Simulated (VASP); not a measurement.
# Fe (I4_1/amd) in VASP: relaxation of cell and atoms with PBE

Aim: the relaxation of cell and atoms of Fe with PBE.

Everything below comes from runs of VASP 6.6.1. Logs are shortened: lines on timing, memory, paths and dates and some standing lists are left out, and cuts for length are marked.

**1. The cell of the first run**

It takes space group I4_1/amd (No. 141, tetragonal). The conventional cell has a = 4.275 Å, b = 4.275 Å, c = 2.351 Å, α = 90.00°, β = 90.00°, γ = 90.00°. Within 2.9 Å of Fe (site symmetry -4m2) lie 10 Fe at 2.22 to 2.77 Å.

**2. Relaxation of cell and atoms, PBE, collinear spin, ferromagnetic start, target pressure 19 GPa, at which the enthalpy is minimised**

Input file INCAR:

```
  PREC = Accurate
  ENCUT = 600
  EDIFF = 1E-6
  ISMEAR = -1
  SIGMA = 0.05
  LREAL = False
  LASPH = True
  NELM = 150
  ALGO = Normal
  ISIF = 3
  LWAVE = False
  LCHARG = False
  ISPIN = 2
  MAGMOM = 2.5 2.5
  LORBIT = 11
  LMAXMIX = 4
  GGA = PE
  IBRION = 2
  NSW = 60
  EDIFFG = -0.005
  PSTRESS = 190.0
```

Input file KPOINTS:

```
Automatic mesh
0
Gamma
  18 18 18
```

Input file POSCAR:

```
Fe
1.0
   -2.1373525849      2.1373525849      1.1755439217
    2.1373525849     -2.1373525849      1.1755439217
    2.1373525849      2.1373525849     -1.1755439217
Fe
2
Direct
   -0.3750000000     -0.1250000000     -0.2500000000
    0.3750000000      0.1250000000      0.2500000000
```

Potentials or basis: VASP PAW PBE potentials, release 64 (Fe).

Run with:

```
$ cat potpaw_PBE.64/Fe/POTCAR > POTCAR
$ mpirun -np 1 vasp_std > vasp.out
```

OUTCAR:

```text
PREC = Accurate
   ENCUT = 600
   EDIFF = 1E-6
   ISMEAR = -1
   LREAL = False
   LASPH = True
   NELM = 150
   ISIF = 3
   ISPIN = 2
   LORBIT = 11
   GGA = PE
   IBRION = 2
   NSW = 60
   EDIFFG = -0.005
   PSTRESS = 190.0

 ion  position               nearest neighbor table
   1  0.625  0.875  0.750-   2 2.22   2 2.22   2 2.22   2 2.22   2 2.77   2 2.77   2 2.77   2 2.77

   2  0.375  0.125  0.250-   1 2.22   1 2.22   1 2.22   1 2.22   1 2.77   1 2.77   1 2.77   1 2.77

  LATTYP: Found a body centered tetragonal cell.
 ALAT       =     4.2747051698
 C/A-ratio  =     0.5500000000

  Lattice vectors:

 A1 = (  -2.1373525849,   2.1373525849,   1.1755439217)
 A2 = (   2.1373525849,  -2.1373525849,   1.1755439217)
 A3 = (   2.1373525849,   2.1373525849,  -1.1755439217)

Analysis of symmetry for initial positions (statically):
=====================================================================
 Subroutine PRICEL returns:
 Original cell was already a primitive cell.

 Routine SETGRP: Setting up the symmetry group for a
 body centered tetragonal supercell.

 Subroutine GETGRP returns: Found 16 space group operations
 (whereof  4 operations were pure point group operations)
 out of a pool of 16 trial point group operations.

The static configuration has the point symmetry C_2h.
 The point group associated with its full space group is D_4h.

Analysis of symmetry for dynamics (positions and initial velocities):
=====================================================================
 Subroutine PRICEL returns:
 Original cell was already a primitive cell.

 Routine SETGRP: Setting up the symmetry group for a
 body centered tetragonal supercell.

 Subroutine GETGRP returns: Found 16 space group operations
 (whereof  4 operations were pure point group operations)
 out of a pool of 16 trial point group operations.

The dynamic configuration has the point symmetry C_2h.
 The point group associated with its full space group is D_4h.

Analysis of structural, dynamic, and magnetic symmetry:
=====================================================================
 Subroutine PRICEL returns:
 Original cell was already a primitive cell.

 Routine SETGRP: Setting up the symmetry group for a
 body centered tetragonal supercell.

 Subroutine GETGRP returns: Found 16 space group operations
 (whereof  4 operations were pure point group operations)
 out of a pool of 16 trial point group operations.

The overall configuration has the point symmetry C_2h.
 The point group associated with its full space group is D_4h.

 Subroutine INISYM returns: Found 16 space group operations
 (whereof  4 operations are pure point group operations),
 and found     1 'primitive' translations

----------------------------------------------------------------------------------------

                                     Primitive cell

  volume of cell :      21.4808

  direct lattice vectors                    reciprocal lattice vectors
    -2.137352585  2.137352585  1.175543922     0.000000000  0.233934262  0.425335022
     2.137352585 -2.137352585  1.175543922     0.233934262  0.000000000  0.425335022
     2.137352585  2.137352585 -1.175543922     0.233934262  0.233934262  0.000000000

  length of vectors
     3.243216869  3.243216869  3.243216869     0.485422620  0.485422620  0.330833006

  position of ions in fractional coordinates (direct lattice)
     0.625000000  0.875000000  0.750000000
     0.375000000  0.125000000  0.250000000

  ion indices of the primitive-cell ions
   primitive index   ion index
                 1           1
                 2           2

----------------------------------------------------------------------------------------

 KPOINTS: Automatic mesh

Automatic generation of k-mesh.
 Grid dimensions read from file:
 generate k-points for:   18   18   18

 Generating k-lattice:

[... 42 lines left out ...]
 [... further k-points ...]
   k-points           NKPTS =    480   k-points in BZ     NKDIM =    480   number of bands    NBANDS=     15
   number of dos      NEDOS =    301   number of ions     NIONS =      2
   total plane-waves  NPLWV =  21952
   dimension x,y,z NGX =    28 NGY =   28 NGZ =   28
   dimension x,y,z NGXF=    56 NGYF=   56 NGZF=   56
   ions per type =               2
   NGX,Y,Z   is equivalent  to a cutoff of  14.35, 14.35, 14.35 a.u.
   NGXF,Y,Z  is equivalent  to a cutoff of  28.71, 28.71, 28.71 a.u.
 SYSTEM =  unknown system
   PREC   = accura    normal or accurate (medium, high low for compatibility)
   ISTART =      0    job   : 0-new  1-cont  2-samecut
   ICHARG =      2    charge: 1-file 2-atom 10-const
   ISPIN  =      2    spin polarized calculation?
   LNONCOLLINEAR =      F non collinear calculations
   LSORBIT =      F    spin-orbit coupling
   LASPH  =      T    aspherical Exc in radial PAW
   ENCUT  =  600.0 eV  44.10 Ry    6.64 a.u.   6.48  6.48  6.48*2*pi/ulx,y,z
   NELM   =    150;   NELMIN=  2; NELMDL= -5     # of ELM steps
   EDIFF  = 0.1E-05   stopping-criterion for ELM
   LREAL  =      F    real-space projection
   EDIFFG = -.5E-02   stopping-criterion for IOM
   NSW    =     60    number of steps for IOM
   IBRION =      2    ionic relax: 0-MD 1-quasi-New 2-CG
   NFREE  =      1    steps in history (QN), initial steepest desc. (CG)
   ISIF   =      3    stress and relaxation
   ISYM   =      2    0-nonsym 1-usesym 2-fastsym
   POTIM  = 0.5000    time-step for ionic-motion
   TEBEG  =    0.0;   TEEND  =   0.0 temperature during run
   PSTRESS=  190.0 pullay stress
   NELECT =      16.0000    total number of electrons
   NUPDOWN=      -1.0000    fix difference up-down
   EMIN   =  10.00;   EMAX   =-10.00  energy-range for DOS
   EFERMI =   0.00;   METHOD = LEGACY
   ISMEAR =    -1;   SIGMA  =   0.05  broadening in eV -4-tet -1-fermi 0-gaus
   EFERMI_NEDOS =   21; number of points for ismear=-14 and -15
   IALGO  =     38    algorithm
   IMIX   =      4    mixing-type and parameters
     AMIX     =   0.40;   BMIX     =  1.00
     AMIX_MAG =   1.60;   BMIX_MAG =  1.00
  volume/ion in A,a.u.               =      10.74        72.48
  Fermi-wavevector in a.u.,A,eV,Ry     =   1.483990  2.804335 29.963125  2.202228
  Thomas-Fermi vector in A             =   2.597583
   LORBIT       =     11    0 simple, 1 ext, 2 COOP (PROOUT), +10 PAW based schemes
   GGA     = PE    functional components
   LHFCALC =     F    Hartree Fock is set to
   AEXX    =    0.0000 exact exchange contribution
   IVDW    =     0    specifies the selected vdW correction
   LEPSILON=     F    determine dielectric tensor
   LRPA    =     F    only Hartree local field effects (RPA)
 conjugate gradient relaxation of ions
 spin polarized calculation
  energy-cutoff  :      600.00
  volume of cell :       21.48
 maximum number of plane-waves:       735
 NGX is ok and might be reduce to    28
   NGX = 13   NGY = 13   NGZ = 13

--------------------------------------- Ionic step        1  -------------------------------------------

 number of electron      15.9999996 magnetization       3.7057634

 Free energy of the ion-electron system (eV)
  ---------------------------------------------------
  ext. energy  EPLUGINS =         0.00000000
  ---------------------------------------------------
  free energy    TOTEN  =       -15.16142728 eV

  energy without entropy =      -15.14125775  energy(sigma->0) =      -15.15134252

------------------------ aborting loop because EDIFF is reached ----------------------------------------

  FORCE on cell =-STRESS in cart. coord.  units (eV):
  Direction    XX          YY          ZZ          XY          YZ          ZX
  --------------------------------------------------------------------------------------
  -------------------------------------------------------------------------------------
  Total        4.0741060      4.0741060      3.0859291      0.0000000      0.0000000      0.0000000
  in kB      303.8727201    303.8727201    230.1682059      0.0000000      0.0000000      0.0000000
  external PRESSURE =      89.3045487 kB  Pullay stress =     190.0000000 kB
[... 97 lines left out ...]
  energy  without entropy=      -15.2830064878  energy(sigma->0) =      -15.29330204

  enthalpy is  TOTEN    =       -12.6430929506 eV   P V=        2.6605046378

[... ionic steps 4 to 7 ...]

--------------------------------------- Ionic step        8  -------------------------------------------

 number of electron      16.0000006 magnetization       3.9949950

------------------------ aborting loop because EDIFF is reached ----------------------------------------
[... 71 lines left out ...]
--------------------------------------- Ionic step       10  -------------------------------------------

 number of electron      16.0000006 magnetization       4.0009628

 Free energy of the ion-electron system (eV)
  ---------------------------------------------------
  ext. energy  EPLUGINS =         0.00000000
  ---------------------------------------------------
  free energy    TOTEN  =       -15.29765935 eV

  energy without entropy =      -15.27690525  energy(sigma->0) =      -15.28728230

 E-fermi :   6.3073     XC(G=0): -13.1397

 val. band max:        6.3067995310   @ k =   0.2778   0.1667   0.0556
 cond. band min:       6.3099584542   @ k =  -0.1111  -0.4444   0.1111
 fundamental gap:      0.0031589232
 Fermi energy:         6.3072883657

 spin component 1

 k-point     1 :       0.0000    0.0000    0.0000
  band No.  band energies     occupation
      1      -2.4792      1.00000
      2       0.6619      1.00000
      3       2.2925      1.00000
      4       2.5987      1.00000
      5       3.0663      1.00000
      6       5.0792      1.00000
      7       5.0792      1.00000
      8       5.1199      1.00000
      9       5.1199      1.00000
     10       6.0329      0.99588
     11       7.3768      0.00000
     12      12.8490      0.00000
     13      12.8490      0.00000
     14      19.1860      0.00000
[... 403 lines left out ...]
      4       3.0447      1.00000
      5       3.4288      1.00000
      6       4.0435      1.00000
      7       4.5399      1.00000
      8       4.9176      1.00000
      9       5.0483      1.00000
     10       5.8181      0.99994
     11       6.9265      0.00000
     12      12.6326      0.00000
     13      14.1926      0.00000
     14      20.9275      0.00000
     15      22.8150      0.00000

 [... further k-points ...]

 spin component 2

 k-point     1 :       0.0000    0.0000    0.0000
  band No.  band energies     occupation
      1      -2.2070      1.00000
      2       2.3248      1.00000
      3       3.4423      1.00000
      4       3.9169      1.00000
      5       4.5064      1.00000
      6       7.4399      0.00000
      7       7.4400      0.00000
      8       7.4782      0.00000
      9       7.4783      0.00000
     10       8.8387      0.00000
     11       8.8545      0.00000
     12      13.2049      0.00000
     13      13.2049      0.00000
     14      20.2510      0.00000
[... 448 lines left out ...]
  energy  without entropy=      -15.2769052489  energy(sigma->0) =      -15.28728230

  enthalpy is  TOTEN    =       -12.6441850042 eV   P V=        2.6534743472

 reached required accuracy - stopping structural energy minimisation

 total charge

# of ion       s       p       d       tot
------------------------------------------
    1        0.530   0.541   6.365   7.437
    2        0.530   0.541   6.365   7.437
--------------------------------------------------
tot          1.060   1.082  12.731  14.873

 magnetization (x)

# of ion       s       p       d       tot
------------------------------------------
    1        0.002  -0.011   1.992   1.982
    2        0.002  -0.011   1.992   1.982
--------------------------------------------------
tot          0.004  -0.023   3.984   3.965
```

Run time: 49 min. Hardware: 1 thread of Oxide Virtual Turin-like, shared host; peak memory 0.38 GiB.

Results:

```yaml
Free_energy: -15.2977 eV
Relaxed_volume: 11.19 Å³/atom
Relaxed_cell: a = 3.301 Å, b = 3.301 Å, c = 3.301 Å, α = 97.30°, β = 97.30°, γ = 138.25°
Space_group_after_relaxing_to_0.1_Å: I4_1/amd (No. 141)
Energy_change_on_relaxing_the_run_minimises_the_enthalpy: -68.1 meV/atom
Ionic_steps: 10
Pressure_after_relaxing: 19.0 GPa
Band_gap_on_the_k_mesh: zero (filled and empty bands overlap)
Net_moment: 4.00 μB per cell
Site_moments: Fe +1.98 μB
Valence_electrons_inside_the_program's_atomic_spheres: Fe 7.44
```

Step by step:
```tsv
step	energy change (eV)	largest force (eV/Å)	pressure (GPa)	volume (Å³)
1	0.0000	0.0000	27.93	21.48
2	-0.2312	0.0000	11.43	23.39
3	-0.1422	0.0000	18.37	22.43
4	-0.1399	0.0000	18.64	22.42
5	-0.1336	0.0000	19.15	22.35
6	-0.1340	0.0000	19.16	22.36
7	-0.1341	0.0000	19.14	22.36
8	-0.1343	0.0000	19.14	22.36
9	-0.1375	0.0000	18.89	22.39
10	-0.1362	0.0000	19.02	22.38
```

Final structure:
```xyz
2
Lattice="-2.1808 2.1808 1.1762 2.1808 -2.1808 1.1762 2.1808 2.1808 -1.1762" Properties=species:S:1:pos:R:3 pbc="T T T"
Fe    2.1808    1.0904    0.8822
Fe    0.0000    1.0904    0.2941
```

Caveat: the cell is relaxed towards a set pressure, so the run minimises the enthalpy, not the energy.
